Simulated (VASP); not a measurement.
The system is Na2Rh.

```xyz
3
Lattice="3.5498 0.0000 0.0000 -1.7749 3.0742 0.0000 0.0000 0.0000 8.1905" Properties=species:S:1:pos:R:3 pbc="T T T"
Na    1.7749    1.0247    5.6496
Na    0.0000    2.0495    2.5409
Rh    0.0000    0.0000    0.0000
```

The cell was built from a structure type or drawn by symmetry, and may not be a known phase.

| Item | Value |
| --- | --- |
| Program | VASP 6.6.1 |
| Task | relaxation of cell and atoms |
| Functional | PBE |
| Potentials or basis | VASP PAW PBE potentials, release 64 (Na_pv, Rh_pv) |
| Cutoff | 600 eV |
| k mesh | 6 × 6 × 2 |
| Occupations | gaussian, width 0.1 eV |
| Spin | no spin polarisation |

At the start: pressure -6.1 GPa; volume 29.79 Å³/atom.

**Question.** How do energy, volume and symmetry change on relaxing?

**Answer.** Over 14 steps the energy falls by 364.3 meV/atom and the volume is 20.02 Å³/atom (-32.8 %); space group P-3m1 (No. 164, to 0.1 Å) before and after.

The path:
```tsv
step	energy change (eV)	largest force (eV/Å)	pressure (GPa)	volume (Å³)
1	0.0000	0.6571	-6.07	89.38
2	-0.5627	0.5116	-5.28	75.54
3	0.3840	1.8520	34.89	42.61
4	-0.8338	0.3438	-3.33	66.97
5	-0.9308	0.1265	2.96	56.72
6	-0.9463	0.0610	0.27	59.92
7	-0.9474	0.0315	0.67	59.36
8	-1.0484	0.0168	1.17	58.18
9	-1.0718	0.0217	2.18	56.97
10	-1.0737	0.0193	1.92	57.21
11	-1.0881	0.1322	-0.30	59.94
12	-1.0884	0.1179	-0.03	59.56
13	-1.0901	0.0933	-0.02	59.68
14	-1.0930	0.0223	0.00	60.05
```

Final structure:
```cif
data_structure
_symmetry_space_group_name_H-M 'P 1'
_symmetry_Int_Tables_number 1
_cell_length_a 2.9273
_cell_length_b 2.9273
_cell_length_c 8.0919
_cell_angle_alpha 90.000
_cell_angle_beta 90.000
_cell_angle_gamma 120.000
_cell_volume 60.05
loop_
_atom_site_label
_atom_site_type_symbol
_atom_site_fract_x
_atom_site_fract_y
_atom_site_fract_z
_atom_site_occupancy
Na1 Na 0.66667 0.33333 0.70390 1
Na2 Na 0.33333 0.66667 0.29610 1
Rh1 Rh 0.00000 0.00000 0.00000 1
```

Caveat: the k points lie up to 0.41 Å⁻¹ apart in the final cell, too coarse for converged energies and pressures of a metal; the volume moved by over 15 % at a fixed basis, so the end points are rough.
